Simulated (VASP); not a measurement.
Set up this calculation in VASP 6.6.1, as the native input.

```
Task                   : single point
Functional             : PBE
Dispersion             : D3(BJ)
Potentials or basis    : VASP PAW PBE potentials, release 64 (Ga_d)
Cutoff                 : 520 eV
k mesh                 : 10 × 8 × 7
Occupations            : fermi-dirac, width 0.05 eV
Spin                   : no spin polarisation
Dipole correction      : no
Further INCAR settings : ALGO = Normal; EDIFF = 1e-06; NBANDS = 20
```

The structure of Ga lies in POSCAR:

```
Ga
1.0
    2.7784220849      0.0000000000      0.0000000000
    0.0000000000      3.2816087900      0.0000000000
   -1.3434310986      0.0000000000      3.9902731763
Ga
2
Direct
    0.1345962700      0.7500000000      0.7701668300
    0.8654037300      0.2500000000      0.2298331700
```

The input as run:

INCAR

```
ALGO = Normal
EDIFF = 1E-6
ENCUT = 520
GGA = PE
ISIF = 2
ISMEAR = -1
IVDW = 12
LASPH = T
LCHARG = T
LELF = T
LREAL = F
LVHAR = T
LWAVE = F
NBANDS = 20
NELM = 80
PREC = Accurate
SIGMA = 0.05
```

KPOINTS

```
k-points
0
Gamma
  10 8 7
```

Potentials or basis: VASP PAW PBE potentials, release 64 (Ga_d).

Run with:

```console
$ cat potpaw_PBE.64/Ga_d/POTCAR > POTCAR
$ mpirun -np 1 vasp_std > vasp.out
```

It gave:

```yaml
Pressure: 0.2 GPa
Largest_force: 0.086 eV/Å
Band_gap_on_the_k_mesh: zero (band 13 reaches 10.04 eV, above the bottom of band 14 at 1.71 eV)
Dispersion_energy_per_atom: -0.317 eV
```

Caveat: three body term missing; pairwise dispersion overbinds metals, which lowers pressure and volume.

It took 44 s on 1 thread of Intel Xeon 6975P-C, on a shared host, peak memory 0.23 GiB.
